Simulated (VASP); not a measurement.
# NaI (Fm-3m) in VASP: relaxation of cell and atoms with PBEsol

Aim: the relaxation of cell and atoms of NaI with PBEsol.

Program: VASP 6.6.1. These are calculated values, not measurements. Logs are shortened: lines on timing, memory, paths and dates and some standing lists are left out, and cuts for length are marked.

**1. The cell of the first run**

The structure is cubic, space group Fm-3m (No. 225). Conventional cell: a = 6.473 Å, b = 6.473 Å, c = 6.473 Å, α = 90.00°, β = 90.00°, γ = 90.00°. Na (site symmetry m-3m) has 6 I at 3.24 Å within 4.3 Å. Within 4.3 Å of I (site symmetry m-3m) lie 6 Na at 3.24 Å.

**2. Relaxation of cell and atoms, PBEsol**

INCAR

```
SYSTEM = NaI
PREC = Accurate
ENCUT = 600
EDIFF = 1E-6
ISMEAR = -1
SIGMA = 0.05
LREAL = .False.
LASPH = .True.
NELM = 100
ALGO = Normal
ISIF = 3
LWAVE = .False.
LCHARG = .False.
GGA = PS
IBRION = 2
NSW = 100
EDIFFG = -0.002
```

KPOINTS

```
regular mesh
0
Gamma
  12 12 12
  0 0 0
```

POSCAR

```
NaI
1.0
    0.0000000000      3.2364000000      3.2364000000
    3.2364000000      0.0000000000      3.2364000000
    3.2364000000      3.2364000000      0.0000000000
Na I
1 1
Direct
    0.0000000000      0.0000000000      0.0000000000
    0.5000000000      0.5000000000      0.5000000000
```

Potentials or basis: VASP PAW PBE potentials, release 64 (Na_pv, I).

Command:

```console
cat potpaw_PBE.64/Na_pv/POTCAR potpaw_PBE.64/I/POTCAR > POTCAR
mpirun -np 1 vasp_std > vasp.out
```

OUTCAR:

```text
SYSTEM = NaI
   PREC = Accurate
   ENCUT = 600
   EDIFF = 1E-6
   ISMEAR = -1
   LREAL = .False.
   LASPH = .True.
   NELM = 100
   ISIF = 3
   GGA = PS
   IBRION = 2
   NSW = 100
   EDIFFG = -0.002

 ion  position               nearest neighbor table
   1  0.000  0.000  0.000-
   2  0.500  0.500  0.500-

  LATTYP: Found a face centered cubic cell.
 ALAT       =     6.4728000000

  Lattice vectors:

 A1 = (   0.0000000000,   3.2364000000,   3.2364000000)
 A2 = (   3.2364000000,   0.0000000000,   3.2364000000)
 A3 = (   3.2364000000,   3.2364000000,   0.0000000000)

Analysis of symmetry for initial positions (statically):
=====================================================================
 Subroutine PRICEL returns:
 Original cell was already a primitive cell.

 Routine SETGRP: Setting up the symmetry group for a
 face centered cubic supercell.

 Subroutine GETGRP returns: Found 48 space group operations
 (whereof 48 operations were pure point group operations)
 out of a pool of 48 trial point group operations.

The static configuration has the point symmetry O_h .

Analysis of symmetry for dynamics (positions and initial velocities):
=====================================================================
 Subroutine PRICEL returns:
 Original cell was already a primitive cell.

 Routine SETGRP: Setting up the symmetry group for a
 face centered cubic supercell.

 Subroutine GETGRP returns: Found 48 space group operations
 (whereof 48 operations were pure point group operations)
 out of a pool of 48 trial point group operations.

The dynamic configuration has the point symmetry O_h .

 Subroutine INISYM returns: Found 48 space group operations
 (whereof 48 operations are pure point group operations),
 and found     1 'primitive' translations

----------------------------------------------------------------------------------------

                                     Primitive cell

  volume of cell :      67.7980

  direct lattice vectors                    reciprocal lattice vectors
     0.000000000  3.236400000  3.236400000    -0.154492646  0.154492646  0.154492646
     3.236400000  0.000000000  3.236400000     0.154492646 -0.154492646  0.154492646
     3.236400000  3.236400000  0.000000000     0.154492646  0.154492646 -0.154492646

  length of vectors
     4.576960773  4.576960773  4.576960773     0.267589113  0.267589113  0.267589113

  position of ions in fractional coordinates (direct lattice)
     0.000000000  0.000000000  0.000000000
     0.500000000  0.500000000  0.500000000

  ion indices of the primitive-cell ions
   primitive index   ion index
                 1           1
                 2           2

----------------------------------------------------------------------------------------

 KPOINTS: regular mesh

Automatic generation of k-mesh.
 Grid dimensions read from file:
 generate k-points for:   12   12   12

 Generating k-lattice:

  Cartesian coordinates                     Fractional coordinates (reciprocal lattice)
    -0.012874387  0.012874387  0.012874387     0.083333333  0.000000000  0.000000000
     0.012874387 -0.012874387  0.012874387     0.000000000  0.083333333  0.000000000
     0.012874387  0.012874387 -0.012874387     0.000000000  0.000000000  0.083333333

  Length of vectors
     0.022299093  0.022299093  0.022299093

  Shift w.r.t. Gamma in fractional coordinates (k-lattice)
     0.000000000  0.000000000  0.000000000

 Subroutine IBZKPT returns following result:
 ===========================================

 Found     72 irreducible k-points:

 Following reciprocal coordinates:
            Coordinates               Weight
  0.000000  0.000000  0.000000      1.000000
  0.083333  0.000000  0.000000      8.000000
  0.166667  0.000000  0.000000      8.000000
  0.250000  0.000000  0.000000      8.000000
  0.333333  0.000000  0.000000      8.000000
  0.416667  0.000000  0.000000      8.000000
[... 16 lines left out ...]
  0.500000  0.166667  0.000000     24.000000
 -0.416667  0.166667  0.000000     24.000000
 [... further k-points ...]
   k-points           NKPTS =     72   k-points in BZ     NKDIM =     72   number of bands    NBANDS=     11
   number of dos      NEDOS =    301   number of ions     NIONS =      2
   total plane-waves  NPLWV =  64000
   dimension x,y,z NGX =    40 NGY =   40 NGZ =   40
   dimension x,y,z NGXF=    80 NGYF=   80 NGZF=   80
   ions per type =               1   1
   NGX,Y,Z   is equivalent  to a cutoff of  14.53, 14.53, 14.53 a.u.
   NGXF,Y,Z  is equivalent  to a cutoff of  29.06, 29.06, 29.06 a.u.
 SYSTEM =  NaI
   PREC   = accura    normal or accurate (medium, high low for compatibility)
   ISTART =      0    job   : 0-new  1-cont  2-samecut
   ICHARG =      2    charge: 1-file 2-atom 10-const
   ISPIN  =      1    spin polarized calculation?
   LNONCOLLINEAR =      F non collinear calculations
   LSORBIT =      F    spin-orbit coupling
   LASPH  =      T    aspherical Exc in radial PAW
   ENCUT  =  600.0 eV  44.10 Ry    6.64 a.u.   9.14  9.14  9.14*2*pi/ulx,y,z
   NELM   =    100;   NELMIN=  2; NELMDL= -5     # of ELM steps
   EDIFF  = 0.1E-05   stopping-criterion for ELM
   LREAL  =      F    real-space projection
   EDIFFG = -.2E-02   stopping-criterion for IOM
   NSW    =    100    number of steps for IOM
   IBRION =      2    ionic relax: 0-MD 1-quasi-New 2-CG
   NFREE  =      1    steps in history (QN), initial steepest desc. (CG)
   ISIF   =      3    stress and relaxation
   ISYM   =      2    0-nonsym 1-usesym 2-fastsym
   POTIM  = 0.5000    time-step for ionic-motion
   TEBEG  =    0.0;   TEEND  =   0.0 temperature during run
   PSTRESS=    0.0 pullay stress
   NELECT =      14.0000    total number of electrons
   NUPDOWN=      -1.0000    fix difference up-down
   EMIN   =  10.00;   EMAX   =-10.00  energy-range for DOS
   EFERMI =   0.00;   METHOD = LEGACY
   ISMEAR =    -1;   SIGMA  =   0.05  broadening in eV -4-tet -1-fermi 0-gaus
   EFERMI_NEDOS =   21; number of points for ismear=-14 and -15
   IALGO  =     38    algorithm
   IMIX   =      4    mixing-type and parameters
     AMIX     =   0.40;   BMIX     =  1.00
     AMIX_MAG =   1.60;   BMIX_MAG =  1.00
  volume/ion in A,a.u.               =      33.90       228.76
  Fermi-wavevector in a.u.,A,eV,Ry     =   0.967636  1.828567 12.739397  0.936319
  Thomas-Fermi vector in A             =   2.097538
   LORBIT       =      0    0 simple, 1 ext, 2 COOP (PROOUT), +10 PAW based schemes
   GGA     = PS    functional components
   LHFCALC =     F    Hartree Fock is set to
   AEXX    =    0.0000 exact exchange contribution
   IVDW    =     0    specifies the selected vdW correction
   LEPSILON=     F    determine dielectric tensor
   LRPA    =     F    only Hartree local field effects (RPA)
 conjugate gradient relaxation of ions
 non-spin polarized calculation
  energy-cutoff  :      600.00
  volume of cell :       67.80
 maximum number of plane-waves:      2285
 NGX is ok and might be reduce to    40
   NGX = 19   NGY = 19   NGZ = 19

--------------------------------------- Ionic step        1  -------------------------------------------

 number of electron      13.9999994 magnetization

 Free energy of the ion-electron system (eV)
  ---------------------------------------------------
  ext. energy  EPLUGINS =         0.00000000
  ---------------------------------------------------
  free energy    TOTEN  =        -5.66694248 eV

  energy without entropy =       -5.66694248  energy(sigma->0) =       -5.66694248

------------------------ aborting loop because EDIFF is reached ----------------------------------------

  FORCE on cell =-STRESS in cart. coord.  units (eV):
  Direction    XX          YY          ZZ          XY          YZ          ZX
  --------------------------------------------------------------------------------------
  -------------------------------------------------------------------------------------
  Total       -0.2044844     -0.2044844     -0.2044844     -0.0000000     -0.0000000     -0.0000000
  in kB       -4.8323038     -4.8323038     -4.8323038     -0.0000000     -0.0000000     -0.0000000
  external PRESSURE =      -4.8323038 kB  Pullay stress =       0.0000000 kB

 VOLUME and BASIS-vectors are now :
 -----------------------------------------------------------------------------
  energy-cutoff  :      600.00
  volume of cell :       67.80
      direct lattice vectors                 reciprocal lattice vectors
     0.000000000  3.236400000  3.236400000    -0.154492646  0.154492646  0.154492646
     3.236400000  0.000000000  3.236400000     0.154492646 -0.154492646  0.154492646
     3.236400000  3.236400000  0.000000000     0.154492646  0.154492646 -0.154492646
[... 181 lines left out ...]
 POSITION                                       TOTAL-FORCE (eV/Angst)
 -----------------------------------------------------------------------------------
     -0.00000      3.20434      3.20434         0.000000      0.000000      0.000000
      3.20434      3.20434      3.20434        -0.000000     -0.000000     -0.000000
 -----------------------------------------------------------------------------------
    total drift:                               -0.000000     -0.000000     -0.000000

  FREE ENERGIE OF THE ION-ELECTRON SYSTEM (eV)
  ---------------------------------------------------
  free  energy   TOTEN  =        -5.6701536595 eV

  energy  without entropy=       -5.6701536595  energy(sigma->0) =       -5.67015366

--------------------------------------- Ionic step        7  -------------------------------------------

 number of electron      14.0000002 magnetization

 Free energy of the ion-electron system (eV)
  ---------------------------------------------------
  ext. energy  EPLUGINS =         0.00000000
  ---------------------------------------------------
  free energy    TOTEN  =        -5.67015334 eV

  energy without entropy =       -5.67015334  energy(sigma->0) =       -5.67015334

 E-fermi :   2.0328     XC(G=0):  -7.9671

 val. band max:        0.9274906812   @ k =   0.0000   0.0000   0.0000
 cond. band min:       4.5104220972   @ k =   0.0000   0.0000   0.0000
 fundamental gap:      3.5829314161
 Fermi energy:         2.0327747005

 k-point     1 :       0.0000    0.0000    0.0000
  band No.  band energies     occupation
      1     -21.2860      2.00000
      2     -21.2860      2.00000
      3     -21.2860      2.00000
      4     -10.2087      2.00000
      5       0.9275      2.00000
      6       0.9275      2.00000
      7       0.9275      2.00000
      8       4.5104      0.00000
      9       8.7722      0.00000
     10       8.7722      0.00000
     11       8.7722      0.00000

 k-point     2 :       0.0833    0.0000    0.0000
  band No.  band energies     occupation
      1     -21.2864      2.00000
      2     -21.2860      2.00000
      3     -21.2860      2.00000
      4     -10.1872      2.00000
      5       0.6835      2.00000
      6       0.9051      2.00000
      7       0.9051      2.00000
      8       4.7798      0.00000
      9       8.5542      0.00000
     10       8.8549      0.00000
     11       8.8549      0.00000
[... 295 lines left out ...]
 k-point    24 :      -0.4167    0.1667    0.0000
  band No.  band energies     occupation
      1     -21.2917      2.00000
      2     -21.2874      2.00000
      3     -21.2866      2.00000
      4      -9.8353      2.00000
      5      -1.2120      2.00000
      6       0.1251      2.00000
      7       0.5345      2.00000
      8       6.5637      0.00000
      9       7.5982      0.00000
     10       8.7982      0.00000
     11       9.5306      0.00000

 [... further k-points ...]

------------------------ aborting loop because EDIFF is reached ----------------------------------------

  FORCE on cell =-STRESS in cart. coord.  units (eV):
  Direction    XX          YY          ZZ          XY          YZ          ZX
  --------------------------------------------------------------------------------------
  -------------------------------------------------------------------------------------
  Total       -0.0030120     -0.0030120     -0.0030120      0.0000000     -0.0000000      0.0000000
  in kB       -0.0733322     -0.0733322     -0.0733322      0.0000000     -0.0000000      0.0000000
  external PRESSURE =      -0.0733322 kB  Pullay stress =       0.0000000 kB

 VOLUME and BASIS-vectors are now :
 -----------------------------------------------------------------------------
  energy-cutoff  :      600.00
  volume of cell :       65.81
      direct lattice vectors                 reciprocal lattice vectors
    -0.000000000  3.204398397  3.204398397    -0.156035529  0.156035529  0.156035529
     3.204398397  0.000000000  3.204398397     0.156035529 -0.156035529  0.156035529
     3.204398397  3.204398397 -0.000000000     0.156035529  0.156035529 -0.156035529

 POSITION                                       TOTAL-FORCE (eV/Angst)
 -----------------------------------------------------------------------------------
      0.00000      0.00000      0.00000        -0.000000     -0.000000     -0.000000
      3.20440      3.20440      3.20440         0.000000      0.000000      0.000000
 -----------------------------------------------------------------------------------
    total drift:                               -0.000000     -0.000000     -0.000000

  FREE ENERGIE OF THE ION-ELECTRON SYSTEM (eV)
  ---------------------------------------------------
  free  energy   TOTEN  =        -5.6701533371 eV

  energy  without entropy=       -5.6701533371  energy(sigma->0) =       -5.67015334

 reached required accuracy - stopping structural energy minimisation
```

It took 2.2 min on 1 thread of Intel Xeon 6975P-C (Granite Rapids), shared host; peak memory 0.29 GiB.

Results:

| Property | Result |
| --- | --- |
| Free energy | -5.6702 eV |
| Relaxed volume | 32.90 Å³/atom |
| Relaxed cell | a = 4.532 Å, b = 4.532 Å, c = 4.532 Å, α = 60.00°, β = 60.00°, γ = 60.00° |
| Space group after relaxing (to 0.1 Å) | Fm-3m (No. 225) |
| Energy gained by relaxing | 1.6 meV/atom |
| Ionic steps | 7 |
| Pressure after relaxing | 0.0 GPa |
| Band gap on the k mesh | 3.58 eV |

Step by step:
```tsv
step	energy change (eV)	largest force (eV/Å)	pressure (GPa)	volume (Å³)
1	0.0000	0.0000	-0.48	67.80
2	-0.0023	0.0000	-0.26	66.80
3	-0.0032	0.0000	-0.03	65.87
4	-0.0032	0.0000	0.08	65.76
5	-0.0032	0.0000	-0.08	65.83
6	-0.0032	0.0000	0.01	65.80
7	-0.0032	0.0000	-0.01	65.81
```

Final structure:
```
Na I
1.0
     0.00000    3.20440    3.20440
     3.20440    0.00000    3.20440
     3.20440    3.20440    0.00000
Na I
1 1
Direct
  0.00000 0.00000 0.00000
  0.50000 0.50000 0.50000
```

Levels at points of the mesh, in eV from the valence-band top:
```csv
k point,band 3,band 4,band 5,band 6,band 7,band 8,band 9,band 10,band 11
"(0.00, 0.00, 0.00)",-22.21,-11.14,0.00,0.00,0.00,3.58,7.84,7.84,7.84
"(0.50, 0.00, 0.00)",-22.21,-10.79,-2.33,-0.30,-0.30,4.95,7.40,7.40,8.92
"(0.50, 0.50, 0.00)",-22.22,-10.71,-2.04,-0.80,-0.80,4.46,5.37,9.91,11.37
```

Caveat: the PAW data sets were made with another functional, which shifts forces and pressure a little; spin-orbit coupling is left out, which moves the levels of the heavy elements. A k mesh can miss the band edges.
